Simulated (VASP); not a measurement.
# BN (Fm-3m) in VASP: a series of runs

Aim: see how the results for BN move with the level of theory and the settings. Levels: PBE, r2SCAN. Tasks: single point.

All numbers are computed with VASP 6.6.1; they aren't measurements. Logs are shortened: lines on timing, memory, paths and dates and some standing lists are left out, and cuts for length are marked.

### 1 The cell of the first run

It takes space group Fm-3m (No. 225, cubic). The conventional cell has a = 3.492 Å, b = 3.492 Å, c = 3.492 Å, α = 90.00°, β = 90.00°, γ = 90.00°. B (site symmetry m-3m) has 6 N at 1.75 Å within 2.3 Å. Within 2.3 Å of N (site symmetry m-3m) lie 6 B at 1.75 Å.

### 2 Single point, PBE

Contents of INCAR:

```
SYSTEM = BN
PREC = Accurate ; ENCUT = 520
EDIFF = 1E-6 ; ISMEAR = 0
SIGMA = 0.01 ; LREAL = .FALSE.
LASPH = .TRUE. ; NELM = 80
ALGO = Normal ; ISIF = 2
LWAVE = .FALSE. ; LCHARG = .TRUE.
GGA = PE ; LELF = .TRUE.
LVHAR = .TRUE. ; NBANDS = 11
```

Contents of KPOINTS:

```
Automatic mesh
0
G
  12 12 12
  0 0 0
```

Contents of POSCAR:

```
BN
1.0
    0.0000000000      1.7458259515      1.7458259515
    1.7458259515      0.0000000000      1.7458259515
    1.7458259515      1.7458259515      0.0000000000
B N
1 1
Direct
    0.0000000000      0.0000000000      0.0000000000
    0.5000000000      0.5000000000      0.5000000000
```

Potentials or basis: VASP PAW PBE potentials, release 64 (B, N).

Run with:

```
$ cat potpaw_PBE.64/B/POTCAR potpaw_PBE.64/N/POTCAR > POTCAR
$ mpirun -np 1 vasp_std > vasp.out
```

OUTCAR:

```text
SYSTEM = BN
   PREC = Accurate
   ENCUT = 520
   EDIFF = 1E-6
   ISMEAR = 0
   LREAL = .FALSE.
   LASPH = .TRUE.
   NELM = 80
   ISIF = 2
   GGA = PE

 ion  position               nearest neighbor table
   1  0.000  0.000  0.000-   2 1.75   2 1.75   2 1.75   2 1.75   2 1.75   2 1.75
   2  0.500  0.500  0.500-   1 1.75   1 1.75   1 1.75   1 1.75   1 1.75   1 1.75

  LATTYP: Found a face centered cubic cell.
 ALAT       =     3.4916519030

  Lattice vectors:

 A1 = (   0.0000000000,   1.7458259515,   1.7458259515)
 A2 = (   1.7458259515,   0.0000000000,   1.7458259515)
 A3 = (   1.7458259515,   1.7458259515,   0.0000000000)

Analysis of symmetry for initial positions (statically):
=====================================================================
 Subroutine PRICEL returns:
 Original cell was already a primitive cell.

 Routine SETGRP: Setting up the symmetry group for a
 face centered cubic supercell.

 Subroutine GETGRP returns: Found 48 space group operations
 (whereof 48 operations were pure point group operations)
 out of a pool of 48 trial point group operations.

The static configuration has the point symmetry O_h .

Analysis of symmetry for dynamics (positions and initial velocities):
=====================================================================
 Subroutine PRICEL returns:
 Original cell was already a primitive cell.

 Routine SETGRP: Setting up the symmetry group for a
 face centered cubic supercell.

 Subroutine GETGRP returns: Found 48 space group operations
 (whereof 48 operations were pure point group operations)
 out of a pool of 48 trial point group operations.

The dynamic configuration has the point symmetry O_h .

 Subroutine INISYM returns: Found 48 space group operations
 (whereof 48 operations are pure point group operations),
 and found     1 'primitive' translations

----------------------------------------------------------------------------------------

                                     Primitive cell

  volume of cell :      10.6422

  direct lattice vectors                    reciprocal lattice vectors
     0.000000000  1.745825952  1.745825952    -0.286397392  0.286397392  0.286397392
     1.745825952  0.000000000  1.745825952     0.286397392 -0.286397392  0.286397392
     1.745825952  1.745825952  0.000000000     0.286397392  0.286397392 -0.286397392

  length of vectors
     2.468970738  2.468970738  2.468970738     0.496054835  0.496054835  0.496054835

  position of ions in fractional coordinates (direct lattice)
     0.000000000  0.000000000  0.000000000
     0.500000000  0.500000000  0.500000000

  ion indices of the primitive-cell ions
   primitive index   ion index
                 1           1
                 2           2

----------------------------------------------------------------------------------------

 KPOINTS: Automatic mesh

Automatic generation of k-mesh.
 Grid dimensions read from file:
 generate k-points for:   12   12   12

 Generating k-lattice:

  Cartesian coordinates                     Fractional coordinates (reciprocal lattice)
    -0.023866449  0.023866449  0.023866449     0.083333333  0.000000000  0.000000000
     0.023866449 -0.023866449  0.023866449     0.000000000  0.083333333  0.000000000
     0.023866449  0.023866449 -0.023866449     0.000000000  0.000000000  0.083333333

  Length of vectors
     0.041337903  0.041337903  0.041337903

  Shift w.r.t. Gamma in fractional coordinates (k-lattice)
     0.000000000  0.000000000  0.000000000

 Subroutine IBZKPT returns following result:
 ===========================================

 Found     72 irreducible k-points:

 Following reciprocal coordinates:
            Coordinates               Weight
  0.000000  0.000000  0.000000      1.000000
  0.083333  0.000000  0.000000      8.000000
  0.166667  0.000000  0.000000      8.000000
  0.250000  0.000000  0.000000      8.000000
  0.333333  0.000000  0.000000      8.000000
  0.416667  0.000000  0.000000      8.000000
[... 16 lines left out ...]
  0.500000  0.166667  0.000000     24.000000
 -0.416667  0.166667  0.000000     24.000000
 [... further k-points ...]
   k-points           NKPTS =     72   k-points in BZ     NKDIM =     72   number of bands    NBANDS=     11
   number of dos      NEDOS =    301   number of ions     NIONS =      2
   total plane-waves  NPLWV =   5832
   dimension x,y,z NGX =    18 NGY =   18 NGZ =   18
   dimension x,y,z NGXF=    36 NGYF=   36 NGZF=   36
   ions per type =               1   1
   NGX,Y,Z   is equivalent  to a cutoff of  12.12, 12.12, 12.12 a.u.
   NGXF,Y,Z  is equivalent  to a cutoff of  24.24, 24.24, 24.24 a.u.
 SYSTEM =  BN
   PREC   = accura    normal or accurate (medium, high low for compatibility)
   ISTART =      0    job   : 0-new  1-cont  2-samecut
   ICHARG =      2    charge: 1-file 2-atom 10-const
   ISPIN  =      1    spin polarized calculation?
   LNONCOLLINEAR =      F non collinear calculations
   LSORBIT =      F    spin-orbit coupling
   LASPH  =      T    aspherical Exc in radial PAW
   ENCUT  =  520.0 eV  38.22 Ry    6.18 a.u.   4.59  4.59  4.59*2*pi/ulx,y,z
   NELM   =     80;   NELMIN=  2; NELMDL= -5     # of ELM steps
   EDIFF  = 0.1E-05   stopping-criterion for ELM
   LREAL  =      F    real-space projection
   EDIFFG = 0.1E-04   stopping-criterion for IOM
   NSW    =      0    number of steps for IOM
   IBRION =     -1    ionic relax: 0-MD 1-quasi-New 2-CG
   NFREE  =      0    steps in history (QN), initial steepest desc. (CG)
   ISIF   =      2    stress and relaxation
   ISYM   =      2    0-nonsym 1-usesym 2-fastsym
   POTIM  = 0.5000    time-step for ionic-motion
   TEBEG  =    0.0;   TEEND  =   0.0 temperature during run
   PSTRESS=    0.0 pullay stress
   NELECT =       8.0000    total number of electrons
   NUPDOWN=      -1.0000    fix difference up-down
   EMIN   =  10.00;   EMAX   =-10.00  energy-range for DOS
   EFERMI =   0.00;   METHOD = LEGACY
   ISMEAR =     0;   SIGMA  =   0.01  broadening in eV -4-tet -1-fermi 0-gaus
   EFERMI_NEDOS =   21; number of points for ismear=-14 and -15
   IALGO  =     38    algorithm
   IMIX   =      4    mixing-type and parameters
     AMIX     =   0.40;   BMIX     =  1.00
     AMIX_MAG =   1.60;   BMIX_MAG =  1.00
  volume/ion in A,a.u.               =       5.32        35.91
  Fermi-wavevector in a.u.,A,eV,Ry     =   1.488540  2.812933 30.147133  2.215752
  Thomas-Fermi vector in A             =   2.601562
   LORBIT       =      0    0 simple, 1 ext, 2 COOP (PROOUT), +10 PAW based schemes
   GGA     = PE    functional components
   LHFCALC =     F    Hartree Fock is set to
   AEXX    =    0.0000 exact exchange contribution
   IVDW    =     0    specifies the selected vdW correction
   LEPSILON=     F    determine dielectric tensor
   LRPA    =     F    only Hartree local field effects (RPA)
 non-spin polarized calculation
 Gauss-broadening in eV      SIGMA  =   0.01
  energy-cutoff  :      520.00
  volume of cell :       10.64
 maximum number of plane-waves:       302
   NGX =  9   NGY =  9   NGZ =  9

 number of electron       7.9999998 magnetization

 Free energy of the ion-electron system (eV)
  ---------------------------------------------------
  ext. energy  EPLUGINS =         0.00000000
  ---------------------------------------------------
  free energy    TOTEN  =       -13.94445005 eV

  energy without entropy =      -13.94445005  energy(sigma->0) =      -13.94445005

 E-fermi :  10.5527     XC(G=0): -13.7604

 val. band max:       10.4571320553   @ k =  -0.1667   0.1667   0.0000
 cond. band min:      11.6528723786   @ k =   0.5000   0.5000   0.0000
 fundamental gap:      1.1957403233
 Fermi energy:        10.5526733765

 k-point     1 :       0.0000    0.0000    0.0000
  band No.  band energies     occupation
      1     -12.1048      2.00000
      2       9.5243      2.00000
      3       9.5243      2.00000
      4       9.5243      2.00000
      5      19.6288      0.00000
      6      22.4961      0.00000
      7      22.4961      0.00000
      8      22.4961      0.00000
      9      28.9941      0.00000
     10      28.9941      0.00000
     11      28.9941      0.00000

 k-point     2 :       0.0833    0.0000    0.0000
  band No.  band energies     occupation
      1     -11.9093      2.00000
      2       8.6836      2.00000
      3       9.5089      2.00000
      4       9.5089      2.00000
      5      19.8533      0.00000
      6      21.8286      0.00000
      7      21.8286      0.00000
      8      22.3637      0.00000
      9      28.3726      0.00000
     10      29.4896      0.00000
     11      29.4896      0.00000

 k-point     3 :       0.1667    0.0000    0.0000
  band No.  band energies     occupation
      1     -11.3279      2.00000
      2       6.5964      2.00000
      3       9.4852      2.00000
      4       9.4852      2.00000
      5      19.7903      0.00000
      6      20.2894      0.00000
      7      20.2894      0.00000
      8      22.5030      0.00000
      9      28.0711      0.00000
     10      30.8943      0.00000
     11      30.8943      0.00000

 k-point     4 :       0.2500    0.0000    0.0000
  band No.  band energies     occupation
      1     -10.3786      2.00000
      2       3.9611      2.00000
      3       9.5011      2.00000
      4       9.5011      2.00000
      5      18.5589      0.00000
      6      18.5589      0.00000
      7      19.0699      0.00000
      8      23.1507      0.00000
      9      28.7656      0.00000
     10      33.0909      0.00000
     11      33.0909      0.00000
[... 239 lines left out ...]
 k-point    22 :       0.4167    0.1667    0.0000
  band No.  band energies     occupation
      1      -7.9602      2.00000
      2       0.9300      2.00000
      3       7.3653      2.00000
      4       7.4123      2.00000
      5      14.6306      0.00000
      6      19.8976      0.00000
      7      20.4350      0.00000
      8      24.5825      0.00000
      9      27.2172      0.00000
     10      38.5979      0.00000
     11      41.7294      0.00000

 k-point    23 :       0.5000    0.1667    0.0000
  band No.  band energies     occupation
      1      -6.6363      2.00000
      2      -1.0677      2.00000
      3       6.5837      2.00000
      4       7.7746      2.00000
      5      14.8615      0.00000
      6      18.5814      0.00000
      7      20.3158      0.00000
      8      24.9105      0.00000
      9      29.8144      0.00000
     10      36.9545      0.00000
     11      42.9220      0.00000

 k-point    24 :      -0.4167    0.1667    0.0000
  band No.  band energies     occupation
      1      -6.3655      2.00000
      2      -1.4207      2.00000
      3       5.9089      2.00000
      4       8.4708      2.00000
      5      15.4111      0.00000
      6      17.4788      0.00000
      7      20.5083      0.00000
      8      24.8622      0.00000
      9      32.2208      0.00000
     10      35.0119      0.00000
     11      39.5381      0.00000

 [... further k-points ...]

------------------------ aborting loop because EDIFF is reached ----------------------------------------

  FORCE on cell =-STRESS in cart. coord.  units (eV):
  Direction    XX          YY          ZZ          XY          YZ          ZX
  --------------------------------------------------------------------------------------
  -------------------------------------------------------------------------------------
  Total        0.2565680      0.2565680      0.2565680      0.0000000      0.0000000     -0.0000000
  in kB       38.6260440     38.6260440     38.6260440      0.0000000      0.0000000     -0.0000000
  external PRESSURE =      38.6260440 kB  Pullay stress =       0.0000000 kB

 VOLUME and BASIS-vectors are now :
 -----------------------------------------------------------------------------
  energy-cutoff  :      520.00
  volume of cell :       10.64
      direct lattice vectors                 reciprocal lattice vectors
     0.000000000  1.745825952  1.745825952    -0.286397392  0.286397392  0.286397392
     1.745825952  0.000000000  1.745825952     0.286397392 -0.286397392  0.286397392
     1.745825952  1.745825952  0.000000000     0.286397392  0.286397392 -0.286397392

 POSITION                                       TOTAL-FORCE (eV/Angst)
 -----------------------------------------------------------------------------------
      0.00000      0.00000      0.00000         0.000000     -0.000000     -0.000000
      1.74583      1.74583      1.74583        -0.000000      0.000000      0.000000
 -----------------------------------------------------------------------------------
    total drift:                               -0.000000     -0.000000     -0.000000

  FREE ENERGIE OF THE ION-ELECTRON SYSTEM (eV)
  ---------------------------------------------------
  free  energy   TOTEN  =       -13.9444500524 eV

  energy  without entropy=      -13.9444500524  energy(sigma->0) =      -13.94445005
```

It took 6.1 s on 1 thread of Intel Xeon Platinum 8488C (Sapphire Rapids), shared host; peak memory 0.11 GiB.

Results:

* Free energy: -13.9445 eV
* Pressure: 3.9 GPa
* Band gap on the k mesh: 1.20 eV, indirect (least direct gap 5.85 eV)

A k mesh can miss the band edges. As with any semilocal functional, this PBE gap is likely too small.

### 3 Single point, r2SCAN (volume changed by -6%)

Contents of POSCAR:

```
BN
1.0
    0.0000000000      1.7101868503      1.7101868503
    1.7101868503      0.0000000000      1.7101868503
    1.7101868503      1.7101868503      0.0000000000
B N
1 1
Direct
    0.0000000000      0.0000000000      0.0000000000
    0.5000000000      0.5000000000      0.5000000000
```

Contents of INCAR.step1:

```
PREC = Accurate ; ENCUT = 520
ISMEAR = 0 ; SIGMA = 0.01
LREAL = False ; LASPH = True
NELM = 80 ; NBANDS = 11
GGA = PE ; ALGO = Normal
EDIFF = 1E-4 ; LWAVE = True
LCHARG = False
```

Contents of INCAR.step2:

```
PREC = Accurate ; ENCUT = 520
EDIFF = 1E-6 ; ISMEAR = 0
SIGMA = 0.01 ; LREAL = False
LASPH = True ; NELM = 80
ALGO = Normal ; ISIF = 2
LWAVE = False ; LCHARG = False
METAGGA = R2SCAN ; LMIXTAU = True
NBANDS = 11 ; ISTART = 1
```

Contents of KPOINTS:

```
Automatic mesh
0
Gamma
  10 10 10
```

Potentials or basis: VASP PAW PBE potentials, release 64 (B, N).

Run with:

```
$ cat potpaw_PBE.64/B/POTCAR potpaw_PBE.64/N/POTCAR > POTCAR
$ cp INCAR.step1 INCAR
$ mpirun -np 1 vasp_std > vasp.out
$ cp INCAR.step2 INCAR
$ mpirun -np 1 vasp_std > vasp.out
```

Wall time 16 s (1 thread of Intel Xeon Platinum 8488C (Sapphire Rapids), shared host); peak memory 0.11 GiB.

Results (log left out):

- Free energy: -15.3723 eV
- Pressure: 28.4 GPa
- Band gap on the k mesh: 1.98 eV, indirect (least direct gap 6.75 eV)

Levels at points of the mesh, in eV from the valence-band top:
```
           k point  band 2  band 3  band 4  band 5  band 6  band 7
(0.00, 0.00, 0.00)   -0.81   -0.81   -0.81   11.37   13.98   13.98
(0.50, 0.00, 0.00)  -13.66   -0.66   -0.66    6.09    6.09    8.70
(0.50, 0.50, 0.00)  -12.96   -6.13   -6.13    1.98    9.64   16.93
```

Caveat: the PAW data sets were made with another functional, which shifts forces and pressure a little. A k mesh can miss the band edges.

[end of part 1 of 2]
